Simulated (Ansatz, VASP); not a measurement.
Two plane-wave programs on TiGe4Pd2

```xyz
7
Lattice="4.4023 0.0000 0.0000 0.0000 4.4023 0.0000 0.0000 0.0000 6.1929" Properties=species:S:1:pos:R:3 pbc="T T T"
Ti    2.2012    2.2012    0.0000
Ge    0.0000    2.2012    4.5694
Ge    2.2012    0.0000    4.5694
Ge    0.0000    2.2012    1.6236
Ge    2.2012    0.0000    1.6236
Pd    2.2012    2.2012    3.0965
Pd    0.0000    0.0000    0.0000
```

Change from the starting cell: built by hand: half-stuffed fluorite (vacancy-ordered Heusler) (P4/mmm, No. 123).

Alike in both runs: functional PBE; k mesh 4 × 4 × 3; occupations gaussian, width 0.2 eV; no spin polarisation.

Ansatz relaxed the structure, and its values are those at the end. VASP's run is a single point on that final structure, the one shown.

|  | VASP | Ansatz |
| --- | --- | --- |
| version | VASP 6.6.1 | Ansatz 0.2.0 |
| potentials or method | VASP PAW PBE potentials, release 64 (Ti_sv, Ge_d, Pd), cutoff 520 eV | scalar-relativistic, plane waves, PAW |
| valence electrons in the cell | 88 | 104 |

|  | VASP | Ansatz | Ansatz less VASP |
| --- | --- | --- | --- |
| gap on the k mesh at the Fermi level (eV) | none | none | - |
| pressure (GPa) | -0.3 | -0.3 | -0.05 |
| rms of the force components (eV/Å) | 0.005 | 0.006 | +0.0011 |

A gap of «none» marks a metal or a gap that the smearing closes. With one functional, cell and mesh, what is left measures potentials, basis and numerics. VASP's potentials hold 88 valence electrons a cell and Ansatz's 104, so a difference there can come from the potentials and not from the codes.
